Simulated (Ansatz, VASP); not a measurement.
**One calculation of LiSiS3, two programs**

```xyz
10
Lattice="6.0279 0.0000 0.0000 -3.0140 5.2203 0.0000 0.0000 0.0000 5.0634" Properties=species:S:1:pos:R:3 pbc="T T T"
Li    0.0000    3.4802    3.7976
Li    3.0140    1.7401    1.2659
Si    0.0000    0.0000    0.0000
Si    0.0000    0.0000    2.5317
S     3.0139    3.4802    3.7976
S     1.5070    0.8701    3.7976
S     4.5209    0.8701    3.7976
S     0.0000    1.7401    1.2659
S     1.5070    4.3503    1.2659
S    -1.5070    4.3503    1.2659
```

Alike in both runs: task relaxation of cell and atoms; functional PBE; k mesh 3 × 3 × 4; occupations gaussian, width 0.1 eV; no spin polarisation.

|  | VASP | Ansatz |
| --- | --- | --- |
| version | VASP 6.6.1 | Ansatz 0.2.0 |
| potentials or method | VASP PAW PBE potentials, release 64 (Li_sv, Si, S), cutoff 750 eV | scalar-relativistic, plane waves, PAW |
| valence electrons in the cell | 50 | 50 |

VASP gave:

```
gap on the k mesh at the Fermi level, each at its own relaxed structure (eV) : none
relaxed volume (Å³/atom)                                                     : 19.84
relaxed cell length with the largest relative difference (Å)                 : 6.231
```

Which values does Ansatz return?

gap on the k mesh at the Fermi level, each at its own relaxed structure (eV): none; relaxed volume (Å³/atom): 19.97; relaxed cell length with the largest relative difference (Å): 6.251.

A gap of «none» marks a metal or a gap that the smearing closes.

The k mesh is coarse, so the values compare programs but aren't converged. Noted on VASP's run: the volume moved by over 15 % at a fixed basis, so the end points are rough.
